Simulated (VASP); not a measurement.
# CsH (I4mm) in VASP: a series of runs, part 2 of 2

VASP 6.6.1. The steps go on from the part before.

**3. Single point, r2SCAN (all Cs atoms moved +0.150 Å, as atom 1 along Cartesian [0 1 0])**

The input, POSCAR:

```
CsH
1.0
    0.0000000000      3.1880000000      3.1880000000
    3.1880000000      0.0000000000      3.1880000000
    3.1880000000      3.1880000000      0.0000000000
Cs H
1 1
Direct
    0.0235257215     -0.0235257215      0.0235257215
    0.5000000000      0.5000000000      0.5000000000
```

The input, INCAR.step1:

```
PREC = Accurate
ENCUT = 520
ISMEAR = 0
SIGMA = 0.05
LREAL = False
LASPH = True
NELM = 80
NBANDS = 12
GGA = PE
ALGO = Normal
EDIFF = 1E-4
LWAVE = True
LCHARG = False
```

The input, INCAR.step2:

```
PREC = Accurate
ENCUT = 520
EDIFF = 1E-6
ISMEAR = 0
SIGMA = 0.05
LREAL = False
LASPH = True
NELM = 80
ALGO = Normal
ISIF = 2
LWAVE = False
LCHARG = False
METAGGA = R2SCAN
LMIXTAU = True
NBANDS = 12
ISTART = 1
```

The input, KPOINTS:

```
regular mesh
0
Gamma
  6 6 6
```

Potentials or basis: VASP PAW PBE potentials, release 64 (Cs_sv, H).

Started as:

```
$ cat potpaw_PBE.64/Cs_sv/POTCAR potpaw_PBE.64/H/POTCAR > POTCAR
$ cp INCAR.step1 INCAR
$ mpirun -np 1 vasp_std > vasp.out
$ cp INCAR.step2 INCAR
$ mpirun -np 1 vasp_std > vasp.out
```

Wall time 40 s (1 thread of Intel Xeon 6975P-C (Granite Rapids), shared host); peak memory 0.22 GiB.

It converged, with:

```
Free energy            : -28.9817 eV
Pressure               : 0.1 GPa
Largest force          : 0.096 eV/Å
Band gap on the k mesh : 2.68 eV, direct
```

Forces on the atoms (eV/Å):
```
Cs   0.000 -0.096  0.000
H    0.000  0.096  0.000
```

Stress tensor (GPa, compression positive):
```
0.01 0.00 0.00
0.00 0.26 0.00
0.00 0.00 0.01
```

Levels at points of the mesh, in eV from the valence-band top:
```tsv
k point	band 1	band 2	band 3	band 4	band 5	band 6	band 7	band 8	band 9	band 10
(0.00, 0.00, 0.00)	-22.06	-8.15	-8.15	-8.15	-1.64	5.69	5.69	5.70	6.31	7.59
(0.50, 0.00, 0.00)	-21.98	-8.99	-8.24	-8.24	0.00	2.68	5.26	5.26	7.80	8.88
(0.50, 0.50, 0.00)	-21.96	-8.86	-8.42	-8.42	-1.14	3.50	6.08	8.33	9.00	9.05
(0.50, 0.00, 0.50)	-21.96	-8.86	-8.42	-8.42	-1.13	3.51	6.05	8.70	8.99	8.99
```

Caveat: the cell differs from its parent crystal (all Cs atoms moved +0.150 Å, as atom 1 along Cartesian [0 1 0]); the PAW data sets were made with another functional, which shifts forces and pressure a little; spin-orbit coupling is left out, which moves the levels of the heavy elements. A k mesh can miss the band edges.

**4. Single point, r2SCAN (all Cs atoms moved +0.175 Å, as atom 1 along Cartesian [0 1 0])**

Changes to POSCAR since step 3:

```diff
@@ -8,3 +8,3 @@
 Direct
-    0.0235257215     -0.0235257215      0.0235257215
+    0.0274466750     -0.0274466750      0.0274466750
     0.5000000000      0.5000000000      0.5000000000
```

The input, INCAR.step1:

```
SYSTEM = CsH
  ALGO = Normal
  EDIFF = 1E-4
  ENCUT = 520
  GGA = PE
  ISMEAR = 0
  LASPH = .True.
  LCHARG = .False.
  LREAL = .False.
  LWAVE = .True.
  NBANDS = 12
  NELM = 80
  PREC = Accurate
  SIGMA = 0.05
```

The input, INCAR.step2:

```
SYSTEM = CsH
  ALGO = Normal
  EDIFF = 1E-6
  ENCUT = 520
  ISIF = 2
  ISMEAR = 0
  ISTART = 1
  LASPH = .True.
  LCHARG = .False.
  LMIXTAU = .True.
  LREAL = .False.
  LWAVE = .False.
  METAGGA = R2SCAN
  NBANDS = 12
  NELM = 80
  PREC = Accurate
  SIGMA = 0.05
```

The input, KPOINTS:

```
k-points
0
Gamma
  6 6 6
  0 0 0
```

Started as:

```
$ cat potpaw_PBE.64/Cs_sv/POTCAR potpaw_PBE.64/H/POTCAR > POTCAR
$ cp INCAR.step1 INCAR
$ mpirun -np 1 vasp_std > vasp.out
$ cp INCAR.step2 INCAR
$ mpirun -np 1 vasp_std > vasp.out
```

It took 39 s on 1 thread of Intel Xeon 6975P-C (Granite Rapids), shared host; peak memory 0.22 GiB.

Results (log left out):

| Quantity | Value |
| --- | --- |
| Free energy | -28.9791 eV |
| Pressure | 0.1 GPa |
| Largest force | 0.114 eV/Å |
| Band gap on the k mesh | 2.69 eV, direct |

Forces in eV/Å, atoms in the order of the input:
```
Cs   0.000 -0.114  0.000
H    0.000  0.114  0.000
```

Stress tensor (GPa, compression positive):
```
0.00 0.00 0.00
0.00 0.33 0.00
0.00 0.00 0.00
```

Levels at points of the mesh, in eV from the valence-band top:
```csv
k point,band 2,band 3,band 4,band 5,band 6,band 7,band 8,band 9
"(0.00, 0.00, 0.00)",-8.15,-8.15,-8.14,-1.64,5.69,5.69,5.70,6.30
"(0.50, 0.00, 0.00)",-8.98,-8.24,-8.24,0.00,2.69,5.27,5.27,7.81
"(0.50, 0.50, 0.00)",-8.85,-8.41,-8.41,-1.13,3.51,6.09,8.26,9.01
"(0.50, 0.00, 0.50)",-8.86,-8.42,-8.42,-1.13,3.51,6.04,8.73,8.99
```

Caveat: the cell differs from its parent crystal (all Cs atoms moved +0.175 Å, as atom 1 along Cartesian [0 1 0]); the PAW data sets were made with another functional, which shifts forces and pressure a little; spin-orbit coupling is left out, which moves the levels of the heavy elements. A k mesh can miss the band edges.

**5. Single point, r2SCAN (all Cs atoms moved +0.125 Å, as atom 1 along Cartesian [0 1 0])**

Changes to POSCAR since step 4:

```diff
@@ -8,3 +8,3 @@
 Direct
-    0.0274466750     -0.0274466750      0.0274466750
+    0.0196047679     -0.0196047679      0.0196047679
     0.5000000000      0.5000000000      0.5000000000
```

The input, INCAR.step1:

```
PREC     = Accurate       # precision mode
ENCUT    = 520            # plane-wave cutoff, eV
ISMEAR   = 0              # smearing method
SIGMA    = 0.05           # smearing width, eV
LREAL    = False          # projectors in reciprocal space
LASPH    = True           # aspherical terms in the spheres
NELM     = 60             # most SCF steps
NBANDS   = 12             # bands
GGA      = PE             # functional
ALGO     = Normal         # electronic algorithm
EDIFF    = 1E-4           # SCF threshold, eV
LWAVE    = True           # write WAVECAR
LCHARG   = False          # write CHGCAR
```

The input, INCAR.step2:

```
PREC     = Accurate       # precision mode
ENCUT    = 520            # plane-wave cutoff, eV
EDIFF    = 1E-6           # SCF threshold, eV
ISMEAR   = 0              # smearing method
SIGMA    = 0.05           # smearing width, eV
LREAL    = False          # projectors in reciprocal space
LASPH    = True           # aspherical terms in the spheres
NELM     = 60             # most SCF steps
ALGO     = Normal         # electronic algorithm
ISIF     = 2              # what is computed and relaxed
LWAVE    = False          # write WAVECAR
LCHARG   = False          # write CHGCAR
METAGGA  = R2SCAN         # meta-GGA
LMIXTAU  = True         
NBANDS   = 12             # bands
ISTART   = 1
```

The input, KPOINTS:

```
Automatic mesh
0
Gamma
  6 6 6
```

Started as:

```
$ cat potpaw_PBE.64/Cs_sv/POTCAR potpaw_PBE.64/H/POTCAR > POTCAR
$ cp INCAR.step1 INCAR
$ mpirun -np 1 vasp_std > vasp.out
$ cp INCAR.step2 INCAR
$ mpirun -np 1 vasp_std > vasp.out
```

Wall time 38 s (1 thread of Intel Xeon 6975P-C (Granite Rapids), shared host); peak memory 0.22 GiB.

It converged, with:

```
Free energy            : -28.9839 eV
Pressure               : 0.1 GPa
Largest force          : 0.079 eV/Å
Band gap on the k mesh : 2.68 eV, direct
```

Forces in eV/Å, atoms in the order of the input:
```
Cs   0.000 -0.079  0.000
H    0.000  0.079  0.000
```

Stress tensor (GPa, compression positive):
```
0.02 0.00 0.00
0.00 0.19 0.00
0.00 0.00 0.02
```

Levels at points of the mesh, in eV from the valence-band top:
| k point | band 3 | band 4 | band 5 | band 6 | band 7 | band 8 |
| --- | --- | --- | --- | --- | --- | --- |
| (0.00, 0.00, 0.00) | -8.15 | -8.15 | -1.64 | 5.69 | 5.69 | 5.70 |
| (0.50, 0.00, 0.00) | -8.24 | -8.24 | 0.00 | 2.68 | 5.26 | 5.26 |
| (0.50, 0.50, 0.00) | -8.42 | -8.42 | -1.14 | 3.50 | 6.08 | 8.40 |
| (0.50, 0.00, 0.50) | -8.42 | -8.42 | -1.14 | 3.51 | 6.06 | 8.68 |

Caveat: the cell differs from its parent crystal (all Cs atoms moved +0.125 Å, as atom 1 along Cartesian [0 1 0]); the PAW data sets were made with another functional, which shifts forces and pressure a little; spin-orbit coupling is left out, which moves the levels of the heavy elements.
